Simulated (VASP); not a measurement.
Wanted: the native input for a VASP 6.6.1 run.

* Task: single point
* Functional: PBE
* Potentials or basis: VASP PAW PBE potentials, release 64 (Cu, F)
* Cutoff: 520 eV
* k mesh: 9 × 9 × 4
* Occupations: fermi-dirac, width 0.02 eV
* Spin: no spin polarisation
* Dipole correction: no
* Further INCAR settings: ALGO = Normal; EDIFF = 1e-06; NBANDS = 26

The structure of CuF lies in POSCAR:

```
CuF
1.0
    3.2292407957      0.0000000000      0.0000000000
   -1.6146203979      2.7966045640      0.0000000000
    0.0000000000      0.0000000000      5.0946880134
Cu F
2 2
Direct
    0.0000000000      0.0000000000      0.0000000000
    0.0000000000      0.0000000000      0.5000000000
    0.3333333333      0.6666666667      0.2500000000
    0.6666666667      0.3333333333      0.7500000000
```

This cell differs from its parent crystal: volume changed by -6%.

One way to write it, as run:

INCAR

```
SYSTEM = CuF
ALGO = Normal ; EDIFF = 1E-6
ENCUT = 520 ; GGA = PE
ISIF = 2 ; ISMEAR = -1
LASPH = .True. ; LCHARG = .False.
LREAL = .False. ; LWAVE = .False.
NBANDS = 26 ; NELM = 60
PREC = Accurate ; SIGMA = 0.02
```

KPOINTS

```
k-points
0
Gamma
  9 9 4
  0 0 0
```

Potentials or basis: VASP PAW PBE potentials, release 64 (Cu, F).

Launch:

```console
$ cat potpaw_PBE.64/Cu/POTCAR potpaw_PBE.64/F/POTCAR > POTCAR
$ mpirun -np 1 vasp_std > vasp.out
```

Results of the run:

* Pressure: 5.8 GPa
* Band gap on the k mesh: zero (band 18 reaches 4.38 eV, above the bottom of band 19 at 4.18 eV)

Caveat: semilocal functionals often make such compounds metallic where correlation or magnetic order opens a gap, which also shifts bond lengths.

Run time: 32 s on 1 thread of Intel Xeon 6975P-C, on a shared host, peak memory 0.18 GiB.
